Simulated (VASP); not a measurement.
Input of a VASP 6.6.1 run:

File INCAR:

```
PREC = Accurate
ENCUT = 520
EDIFF = 1E-7
ISMEAR = -1
SIGMA = 0.1
LREAL = F
LASPH = T
NELM = 80
ALGO = Normal
ISIF = 2
LWAVE = F
LCHARG = F
NBANDS = 32
```

Contents of KPOINTS:

```
Automatic mesh
0
Gamma
  5 5 5
```

Contents of POSCAR:

```
Ca3GeN
1.0
    4.7966183120      0.0000000000      0.0000000000
    0.0000000000      4.7966183120      0.0000000000
    0.0000000000      0.0000000000      4.7966183120
Ca Ge N
3 1 1
Direct
    0.0000000000      0.5000000000      0.5000000000
    0.5000000000      0.0000000000      0.5000000000
    0.5000000000      0.5000000000      0.0000000000
    0.0000000000      0.0000000000      0.0000000000
    0.5000000000      0.5000000000      0.5000000000
```

Potentials or basis: VASP PAW LDA potentials, release 64 (Ca_sv, Ge_d, N).

Command:

```bash
$ cat potpaw_LDA.64/Ca_sv/POTCAR potpaw_LDA.64/Ge_d/POTCAR potpaw_LDA.64/N/POTCAR > POTCAR
$ mpirun -np 1 vasp_std > vasp.out
```

Task: What does it give for the pressure?

Result: -3.4 GPa.

Task: Estimate the band gap on the k mesh.

Result: Zero (an odd number of electrons rules out a gap without spin polarisation).

Caveat: the cell stands under tension.
